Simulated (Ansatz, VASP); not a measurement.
# BP in VASP and in Ansatz

INCAR

```
PREC     = Accurate       # precision mode
ENCUT    = 520            # plane-wave cutoff, eV
EDIFF    = 1E-6           # SCF threshold, eV
ISMEAR   = 0              # smearing method
SIGMA    = 0.01           # smearing width, eV
LREAL    = False          # projectors in reciprocal space
LASPH    = True           # aspherical terms in the spheres
NELM     = 100            # most SCF steps
ALGO     = Normal         # electronic algorithm
ISIF     = 2              # what is computed and relaxed
LWAVE    = False          # write WAVECAR
LCHARG   = False          # write CHGCAR
NBANDS   = 11             # bands
```

Contents of KPOINTS:

```
Automatic mesh
0
Gamma
  8 8 8
```

The input POSCAR:

```
BP
1.0
    2.2453823381      2.2453823381      0.0000000000
   -2.2453823381      2.2453823381      0.0000000000
    0.0000000000      2.2453823381      2.2453823381
B P
1 1
Direct
    0.0000000000      0.0000000000      0.0000000000
    0.7500000000      0.2500000000      0.5000000000
```

Input for Ansatz:

```yaml
crystal:
  lattice:
    - [2.24538233809, 2.24538233809, 0.0]
    - [-2.24538233809, 2.24538233809, 0.0]
    - [0.0, 2.24538233809, 2.24538233809]
  atoms:
    - { symbol: B, position: [0.0, 0.0, 0.0] }
    - { symbol: P, position: [0.75, 0.25, 0.5] }
kpoints:
  mp_grid: { grid: [8, 8, 8] }
scf:
  occupations: { method: fixed }
hamiltonian:
  xc: lda
  pseudopotentials: { kind: all_electron, lapw: { basis_error: 0.001 } }
output:
  forces: true
  stress: true
  eigenvalues: true
  eigenstates:
    nscf_kmesh: { grid: [12, 12, 12] }
    de_dk: true
    e_range: [-9, 11.14503683934]
checkpoint:
  write: ck
  write_wavefunctions: false
```

Alike in both runs: task single point; functional LDA; k mesh 8 × 8 × 8; no spin polarisation.

```csv
,VASP,Ansatz
version,VASP 6.6.1,Ansatz 0.2.0
potentials or method,"VASP PAW LDA potentials, release 64 (B, P), cutoff 520 eV","all-electron LAPW, scalar-relativistic"
occupations,"gaussian, width 0.01 eV",fixed
```

VASP gave:

| Property | Result |
| --- | --- |
| gap on the k mesh at the Fermi level (eV) | 1.18 |
| pressure (GPa) | -0.1 |

**Question.** Estimate Ansatz's values.

**Answer.** gap on the k mesh at the Fermi level (eV): 1.19; pressure (GPa): 0.0.

LDA's correlation is that of Perdew and Zunger in VASP and of Perdew and Wang (1992) in Ansatz. Ansatz ran all-electron here, and VASP with PAW potentials.
